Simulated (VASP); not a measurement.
# ZrB2 (R-3m) in VASP: density of states with PBE

Aim: the density of states of ZrB2 with PBE.

Program: VASP 6.6.1. These are calculated values, not measurements. Logs are shortened: lines on timing, memory, paths and dates and some standing lists are left out, and cuts for length are marked.

### Step 1. The cell of the first run

Symmetry: R-3m, No. 166, trigonal system. Conventional cell: a = 3.981 Å, b = 3.981 Å, c = 16.091 Å, α = 90.00°, β = 90.00°, γ = 120.00°. Zr (site symmetry 3m) has 10 B at 2.31 to 2.70 Å within 3.0 Å. B (site symmetry -3m) has 6 B at 2.53 Å and 6 Zr at 2.62 Å within 3.3 Å. Within 2.2 Å of B (site symmetry -3m) lie 2 B at 1.62 Å. Within 2.2 Å of B (site symmetry 3m) lie 1 B at 1.62 Å.

### Step 2. Density of states, PBE

File POSCAR:

```
ZrB2
1.0
    1.9904796288      1.1492039495      5.3635697311
   -1.9904796288      1.1492039495      5.3635697311
    0.0000000000     -2.2984078990      5.3635697310
Zr B
2 4
Direct
    0.2449743596      0.2449743596      0.2449743596
    0.7550256404      0.7550256404      0.7550256404
    0.5000000000      0.5000000000      0.5000000000
    0.0000000000      0.0000000000      0.0000000000
    0.1005386766      0.1005386766      0.1005386766
    0.8994613234      0.8994613234      0.8994613234
```

File INCAR.step1:

```
  PREC = Accurate
  ENCUT = 520
  EDIFF = 1E-6
  ISMEAR = 0
  SIGMA = 0.1
  LREAL = F
  LASPH = T
  NELM = 100
  ALGO = Normal
  ISIF = 2
  LWAVE = F
  LCHARG = T
  LMAXMIX = 4
  GGA = PE
  NBANDS = 27
```

File KPOINTS.step1:

```
regular mesh
0
Gamma
  12 12 12
```

File INCAR.step2:

```
  PREC = Accurate
  ENCUT = 520
  EDIFF = 1E-6
  ISMEAR = -5
  SIGMA = 0.1
  LREAL = F
  LASPH = T
  NELM = 100
  ALGO = Normal
  ISIF = 2
  LWAVE = F
  LCHARG = F
  LMAXMIX = 4
  GGA = PE
  LORBIT = 11
  NBANDS = 27
  NEDOS = 1001
  ICHARG = 11
```

File KPOINTS.step2:

```
regular mesh
0
Gamma
  18 18 18
```

Potentials or basis: VASP PAW PBE potentials, release 64 (Zr_sv, B).

Launch:

```bash
> cat potpaw_PBE.64/Zr_sv/POTCAR potpaw_PBE.64/B/POTCAR > POTCAR
> cp INCAR.step1 INCAR
> cp KPOINTS.step1 KPOINTS
> mpirun -np 1 vasp_std > vasp.out
> cp INCAR.step2 INCAR
> cp KPOINTS.step2 KPOINTS
> mpirun -np 1 vasp_std > vasp.out
```

OUTCAR:

```text
PREC = Accurate
   ENCUT = 520
   EDIFF = 1E-6
   ISMEAR = -5
   LREAL = F
   LASPH = T
   NELM = 100
   ISIF = 2
   GGA = PE
   LORBIT = 11
   ICHARG = 11

 ion  position               nearest neighbor table
   1  0.245  0.245  0.245-   6 2.31   6 2.31   6 2.31   5 2.32   3 2.62   3 2.62   3 2.62   4 2.70
                             4 2.70   4 2.70   2 3.41   2 3.41   2 3.41   2 3.66   2 3.66   2 3.66
   2  0.755  0.755  0.755-   5 2.31   5 2.31   5 2.31   6 2.32   3 2.62   3 2.62   3 2.62   4 2.70
                             4 2.70   4 2.70   1 3.41   1 3.41   1 3.41   1 3.66   1 3.66   1 3.66
   3  0.500  0.500  0.500-   1 2.62   2 2.62   1 2.62   1 2.62   2 2.62   2 2.62
   4  0.000  0.000  0.000-   5 1.62   6 1.62   2 2.70   1 2.70   2 2.70   2 2.70   1 2.70   1 2.70

   5  0.101  0.101  0.101-   4 1.62   2 2.31   2 2.31   2 2.31   1 2.32
   6  0.899  0.899  0.899-   4 1.62   1 2.31   1 2.31   1 2.31   2 2.32

  LATTYP: Found a trigonal (rhomboedric) cell.
 ALAT       =     5.8352856940
 COS(alpha) =     0.7672866905

  Lattice vectors:

 A1 = (   1.9904796288,   1.1492039495,   5.3635697311)
 A2 = (  -1.9904796288,   1.1492039495,   5.3635697311)
 A3 = (   0.0000000000,  -2.2984078990,   5.3635697310)

Analysis of symmetry for initial positions (statically):
=====================================================================
 Subroutine PRICEL returns:
 Original cell was already a primitive cell.

 Routine SETGRP: Setting up the symmetry group for a
 trigonal (rhombohedral) supercell.

 Subroutine GETGRP returns: Found 12 space group operations
 (whereof 12 operations were pure point group operations)
 out of a pool of 12 trial point group operations.

The static configuration has the point symmetry D_3d.

Analysis of symmetry for dynamics (positions and initial velocities):
=====================================================================
 Subroutine PRICEL returns:
 Original cell was already a primitive cell.

 Routine SETGRP: Setting up the symmetry group for a
 trigonal (rhombohedral) supercell.

 Subroutine GETGRP returns: Found 12 space group operations
 (whereof 12 operations were pure point group operations)
 out of a pool of 12 trial point group operations.

The dynamic configuration has the point symmetry D_3d.

 Subroutine INISYM returns: Found 12 space group operations
 (whereof 12 operations are pure point group operations),
 and found     1 'primitive' translations

----------------------------------------------------------------------------------------

                                     Primitive cell

  volume of cell :      73.6139

  direct lattice vectors                    reciprocal lattice vectors
     1.990479629  1.149203949  5.363569731     0.251195738  0.145027927  0.062147665
    -1.990479629  1.149203949  5.363569731    -0.251195738  0.145027927  0.062147665
     0.000000000 -2.298407899  5.363569731     0.000000000 -0.290055854  0.062147665

  length of vectors
     5.835285694  5.835285694  5.835285694     0.296639058  0.296639058  0.296639058

  position of ions in fractional coordinates (direct lattice)
     0.244974360  0.244974360  0.244974360
     0.755025640  0.755025640  0.755025640
     0.500000000  0.500000000  0.500000000
     0.000000000  0.000000000  0.000000000
     0.100538677  0.100538677  0.100538677
     0.899461323  0.899461323  0.899461323

  ion indices of the primitive-cell ions
   primitive index   ion index
                 1           1
                 2           2
                 3           3
                 4           4
                 5           5
                 6           6

----------------------------------------------------------------------------------------

 KPOINTS: regular mesh

Automatic generation of k-mesh.
 Grid dimensions read from file:
 generate k-points for:   18   18   18

 Generating k-lattice:

  Cartesian coordinates                     Fractional coordinates (reciprocal lattice)
     0.013955319  0.008057107  0.003452648     0.055555556  0.000000000  0.000000000
    -0.013955319  0.008057107  0.003452648     0.000000000  0.055555556  0.000000000
     0.000000000 -0.016114214  0.003452648    -0.000000000 -0.000000000  0.055555556

  Length of vectors
     0.016479948  0.016479948  0.016479948

  Shift w.r.t. Gamma in fractional coordinates (k-lattice)
     0.000000000  0.000000000  0.000000000

 TETIRR: Found   2916 inequivalent tetrahedra from    34992

 Subroutine IBZKPT returns following result:
 ===========================================

 Found    580 irreducible k-points:

 Following reciprocal coordinates:
            Coordinates               Weight
  0.000000  0.000000  0.000000      1.000000
  0.055556  0.000000  0.000000      6.000000
  0.111111  0.000000  0.000000      6.000000
  0.166667  0.000000  0.000000      6.000000
  0.222222  0.000000  0.000000      6.000000
  0.277778  0.000000  0.000000      6.000000
[... 16 lines left out ...]
 -0.277778  0.055556  0.000000     12.000000
 -0.222222  0.055556  0.000000     12.000000
 [... further k-points ...]
   k-points           NKPTS =    580   k-points in BZ     NKDIM =    580   number of bands    NBANDS=     27
   number of dos      NEDOS =   1001   number of ions     NIONS =      6
   total plane-waves  NPLWV = 110592
   dimension x,y,z NGX =    48 NGY =   48 NGZ =   48
   dimension x,y,z NGXF=    96 NGYF=   96 NGZF=   96
   ions per type =               2   4
   NGX,Y,Z   is equivalent  to a cutoff of  13.68, 13.68, 13.68 a.u.
   NGXF,Y,Z  is equivalent  to a cutoff of  27.35, 27.35, 27.35 a.u.
 SYSTEM =  unknown system
   PREC   = accura    normal or accurate (medium, high low for compatibility)
   ISTART =      0    job   : 0-new  1-cont  2-samecut
   ICHARG =     11    charge: 1-file 2-atom 10-const
   ISPIN  =      1    spin polarized calculation?
   LNONCOLLINEAR =      F non collinear calculations
   LSORBIT =      F    spin-orbit coupling
   LASPH  =      T    aspherical Exc in radial PAW
   ENCUT  =  520.0 eV  38.22 Ry    6.18 a.u.  10.85 10.85 10.85*2*pi/ulx,y,z
   NELM   =    100;   NELMIN=  2; NELMDL=  0     # of ELM steps
   EDIFF  = 0.1E-05   stopping-criterion for ELM
   LREAL  =      F    real-space projection
   EDIFFG = 0.1E-04   stopping-criterion for IOM
   NSW    =      0    number of steps for IOM
   IBRION =     -1    ionic relax: 0-MD 1-quasi-New 2-CG
   NFREE  =      0    steps in history (QN), initial steepest desc. (CG)
   ISIF   =      2    stress and relaxation
   ISYM   =      2    0-nonsym 1-usesym 2-fastsym
   POTIM  = 0.5000    time-step for ionic-motion
   TEBEG  =    0.0;   TEEND  =   0.0 temperature during run
   PSTRESS=    0.0 pullay stress
   NELECT =      36.0000    total number of electrons
   NUPDOWN=      -1.0000    fix difference up-down
   EMIN   =  10.00;   EMAX   =-10.00  energy-range for DOS
   EFERMI =   0.00;   METHOD = LEGACY
   ISMEAR =    -5;   SIGMA  =   0.10  broadening in eV -4-tet -1-fermi 0-gaus
   EFERMI_NEDOS =   21; number of points for ismear=-14 and -15
   IALGO  =     38    algorithm
   IMIX   =      4    mixing-type and parameters
     AMIX     =   0.40;   BMIX     =  1.00
     AMIX_MAG =   1.60;   BMIX_MAG =  1.00
  volume/ion in A,a.u.               =      12.27        82.80
  Fermi-wavevector in a.u.,A,eV,Ry     =   1.289800  2.437368 22.634430  1.663584
  Thomas-Fermi vector in A             =   2.421671
   LORBIT       =     11    0 simple, 1 ext, 2 COOP (PROOUT), +10 PAW based schemes
   GGA     = PE    functional components
   LHFCALC =     F    Hartree Fock is set to
   AEXX    =    0.0000 exact exchange contribution
   IVDW    =     0    specifies the selected vdW correction
   LEPSILON=     F    determine dielectric tensor
   LRPA    =     F    only Hartree local field effects (RPA)
 non-spin polarized calculation
 Fermi weights with tetrahedron method with Bloechl corrections
  energy-cutoff  :      520.00
  volume of cell :       73.61
 maximum number of plane-waves:      2009
 NGX is ok and might be reduce to    48

 number of electron      36.0000000 magnetization

 Free energy of the ion-electron system (eV)
  ---------------------------------------------------
  ext. energy  EPLUGINS =         0.00000000
  ---------------------------------------------------
  free energy    TOTEN  =       -43.16688902 eV

  energy without entropy =      -43.16688902  energy(sigma->0) =      -43.16688902

 E-fermi :   8.3645     XC(G=0): -11.4663

 val. band max:        8.4507029915   @ k =   0.1667   0.1667   0.1667
 cond. band min:       8.2662127768   @ k =   0.2222   0.2222   0.2222
 fundamental gap:     -0.1844902147
 Fermi energy:         8.3644593876

 k-point     1 :       0.0000    0.0000    0.0000
  band No.  band energies     occupation
      1     -40.4271      2.00000
      2     -40.3737      2.00000
      3     -18.7326      2.00000
      4     -18.5714      2.00000
      5     -18.5714      2.00000
      6     -18.4700      2.00000
[... 19 lines left out ...]
     26      13.9660      0.00000
     27      14.2566      0.00000

 k-point     2 :       0.0556    0.0000    0.0000
  band No.  band energies     occupation
      1     -40.4265      2.00000
      2     -40.3739      2.00000
      3     -18.7296      2.00000
      4     -18.5756      2.00000
      5     -18.5723      2.00000
      6     -18.4747      2.00000
[... 19 lines left out ...]
     26      13.9070      0.00000
     27      14.1424      0.00000

 k-point     3 :       0.1111    0.0000    0.0000
  band No.  band energies     occupation
      1     -40.4247      2.00000
      2     -40.3744      2.00000
      3     -18.7211      2.00000
      4     -18.5876      2.00000
      5     -18.5748      2.00000
      6     -18.4877      2.00000
[... 594 lines left out ...]
      1     -40.4115      2.00000
      2     -40.3796      2.00000
      3     -18.6796      2.00000
      4     -18.6584      2.00000
      5     -18.5991      2.00000
      6     -18.5469      2.00000
[... 19 lines left out ...]
     26      13.1403      0.00000
     27      13.5748      0.00000

 k-point    24 :      -0.2222    0.0556    0.0000
  band No.  band energies     occupation
      1     -40.4161      2.00000
      2     -40.3775      2.00000
      3     -18.6882      2.00000
      4     -18.6374      2.00000
      5     -18.5927      2.00000
      6     -18.5382      2.00000
[... 19 lines left out ...]
     26      12.8352      0.00000
     27      13.5314      0.00000

 [... further k-points ...]
[... 5 lines left out ...]
  --------------------------------------------------------------------------------------
  -------------------------------------------------------------------------------------
  Total        0.0558828      0.0558828      0.0397323      0.0000000      0.0000000      0.0000000
  in kB        1.2162675      1.2162675      0.8647571      0.0000000      0.0000000      0.0000000
  external PRESSURE =       1.0990973 kB  Pullay stress =       0.0000000 kB

 VOLUME and BASIS-vectors are now :
 -----------------------------------------------------------------------------
  energy-cutoff  :      520.00
  volume of cell :       73.61
      direct lattice vectors                 reciprocal lattice vectors
     1.990479629  1.149203949  5.363569731     0.251195738  0.145027927  0.062147665
    -1.990479629  1.149203949  5.363569731    -0.251195738  0.145027927  0.062147665
     0.000000000 -2.298407899  5.363569731     0.000000000 -0.290055854  0.062147665

 POSITION                                       TOTAL-FORCE (eV/Angst)
 -----------------------------------------------------------------------------------
      0.00000      0.00000      3.94181         0.000000      0.000000      0.003589
      0.00000      0.00000     12.14890         0.000000      0.000000     -0.003589
      0.00000      0.00000      8.04535         0.000000      0.000000     -0.000000
      0.00000      0.00000      0.00000         0.000000      0.000000     -0.000000
      0.00000      0.00000      1.61774         0.000000     -0.000000      0.006833
      0.00000      0.00000     14.47297         0.000000     -0.000000     -0.006833
 -----------------------------------------------------------------------------------
    total drift:                                0.000000      0.000000     -0.000000

  FREE ENERGIE OF THE ION-ELECTRON SYSTEM (eV)
  ---------------------------------------------------
  free  energy   TOTEN  =       -43.1668890185 eV

  energy  without entropy=      -43.1668890185  energy(sigma->0) =      -43.16688902

 total charge

# of ion       s       p       d       tot
------------------------------------------
    1        2.170   5.998   1.774   9.941
    2        2.170   5.998   1.774   9.941
    3        0.714   0.834   0.000   1.548
    4        0.694   1.277   0.000   1.971
    5        0.743   1.187   0.000   1.930
    6        0.743   1.187   0.000   1.930
--------------------------------------------------
tot          7.234  16.480   3.548  27.262
```

Run time: 60 min. Hardware: 1 thread of Oxide Virtual Turin-like, shared host; peak memory 0.99 GiB.

Results:

```
Valence electrons inside the program's atomic spheres : Zr 9.94; B 1.55, 1.97, 1.93
```

Caveat: tetrahedron occupations give inexact forces and stress in metals.
